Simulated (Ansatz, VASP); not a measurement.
## Two plane-wave programs on Cr

File INCAR:

```
SYSTEM = Cr
PREC = Accurate
ENCUT = 500
EDIFF = 1E-6
ISMEAR = 0
SIGMA = 0.01
LREAL = .False.
LASPH = .True.
NELM = 120
ALGO = Normal
ISIF = 2
LWAVE = .False.
LCHARG = .False.
GGA = PE
NBANDS = 12
GGA_COMPAT = .False.
```

File KPOINTS:

```
regular mesh
0
Gamma
  15 15 15
  0 0 0
```

POSCAR

```
Cr
1.0
   -1.4243177237      1.4243177237      1.4243177237
    1.4243177237     -1.4243177237      1.4243177237
    1.4243177237      1.4243177237     -1.4243177237
Cr
1
Direct
    0.0000000000      0.0000000000      0.0000000000
```

Input for Ansatz:

```yaml
crystal:
  lattice:
    - [-1.4243177237, 1.4243177237, 1.4243177237]
    - [1.4243177237, -1.4243177237, 1.4243177237]
    - [1.4243177237, 1.4243177237, -1.4243177237]
  atoms:
    - { symbol: Cr, position: [0.0, 0.0, 0.0] }
hamiltonian:
  xc: pbe
  pseudopotentials:
    kind: paw
    azcp:
      Cr: "pseudopotentials/Cr.paw.azcp"
basis:
  ecutwfc: 420
  fft_grid_basis: typed
kpoints:
  mp_grid: { grid: [15, 15, 15], shift: [0, 0, 0] }
magnetization:
  spin_polarized: false
scf:
  occupations: { method: gaussian, width: 0.01 }
  lower_state_search: "off"
output:
  stress: true
```

Alike in both runs: task single point; functional PBE; k mesh 15 × 15 × 15; occupations gaussian, width 0.01 eV; no spin polarisation.

|  | VASP | Ansatz |
| --- | --- | --- |
| version | VASP 6.6.1 | Ansatz 0.2.0 |
| potentials or method | VASP PAW PBE potentials, release 64 (Cr_pv), cutoff 500 eV | plane waves (420 eV) with PAW, scalar-relativistic |
| valence electrons in the cell | 12 | 14 |

|  | VASP | Ansatz | Ansatz less VASP |
| --- | --- | --- | --- |
| pressure (GPa) | -0.9 | -0.3 | +0.65 |

VASP's potentials hold 12 valence electrons a cell and Ansatz's 14, so a difference there can come from the potentials and not from the codes.
